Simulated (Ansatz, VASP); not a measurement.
# One calculation of HfO2, two programs

INCAR

```
SYSTEM = HfO2
ALGO = Normal
EDIFF = 1E-6
ENCUT = 520
GGA = PE
ISIF = 2
ISMEAR = 0
LASPH = .TRUE.
LCHARG = .FALSE.
LREAL = .FALSE.
LWAVE = .FALSE.
NBANDS = 43
NELM = 80
PREC = Accurate
SIGMA = 0.05
```

KPOINTS

```
k-points
0
G
  7 7 3
  0 0 0
```

The input POSCAR:

```
HfO2
1.0
    2.5488057606     -2.5488057606      0.0000000000
    2.5488057606      0.0000000000     -2.5488057606
    8.9208201621      3.1860072008      3.1860072008
Hf O
3 6
Direct
   -0.5312625000     -0.5312625000      0.7083500000
    0.0520708333      0.0520708333      0.3750166667
    0.6354041667      0.6354041667      0.0416833333
    0.4479041667      0.4479041667      0.2916833333
    0.2812375000     -0.7187625000      0.9583500000
   -0.1354291667     -0.1354291667      0.6250166667
    0.0729041667      0.0729041667      0.7916833333
    0.6562375000      0.6562375000      0.4583500000
    0.2395708333      0.2395708333      0.1250166667
```

Input for Ansatz:

```yaml
crystal:
  lattice:
    - [2.5488057606, -2.5488057606, 0.0]
    - [2.5488057606, 0.0, -2.5488057606]
    - [8.9208201621, 3.1860072008, 3.1860072008]
  atoms:
    - { symbol: Hf, position: [-0.5312625, -0.5312625, 0.70835] }
    - { symbol: Hf, position: [0.0520708333, 0.0520708333, 0.3750166667] }
    - { symbol: Hf, position: [0.6354041667, 0.6354041667, 0.0416833333] }
    - { symbol: O, position: [0.4479041667, 0.4479041667, 0.2916833333] }
    - { symbol: O, position: [0.2812375, -0.7187625, 0.95835] }
    - { symbol: O, position: [-0.1354291667, -0.1354291667, 0.6250166667] }
    - { symbol: O, position: [0.0729041667, 0.0729041667, 0.7916833333] }
    - { symbol: O, position: [0.6562375, 0.6562375, 0.45835] }
    - { symbol: O, position: [0.2395708333, 0.2395708333, 0.1250166667] }
basis:
  ecutwfc: 420
kpoints:
  mp_grid: { grid: [7, 7, 3] }
hamiltonian:
  xc: pbe
scf:
  occupations: { method: gaussian, width: 0.05 }
output:
  forces: true
  stress: true
  eigenvalues: true
```

Alike in both runs: task single point; functional PBE; k mesh 7 × 7 × 3; occupations gaussian, width 0.05 eV; no spin polarisation.

|  | VASP | Ansatz |
| --- | --- | --- |
| version | VASP 6.6.1 | Ansatz 0.2.0 |
| potentials or method | VASP PAW PBE potentials, release 64 (Hf_pv, O), cutoff 520 eV | scalar-relativistic, plane waves, PAW |
| valence electrons in the cell | 66 | 114 |

|  | VASP | Ansatz | Ansatz less VASP |
| --- | --- | --- | --- |
| gap on the k mesh at the Fermi level (eV) | none | none | - |
| pressure (GPa) | 11.8 | 15.1 | +3.21 |
| traceless stress, the component that is largest in VASP (GPa) | 20.77 | 20.65 | -0.115 |
| rms of the force components (eV/Å) | 4.351 | 4.360 | +0.0092 |

Atom by atom the forces differ by 0.029 eV/Å (rms over components). A gap of «none» marks a metal or a gap that the smearing closes. VASP's potentials hold 66 valence electrons a cell and Ansatz's 114, so a difference there can come from the potentials and not from the codes.

Spin-orbit coupling is off throughout.
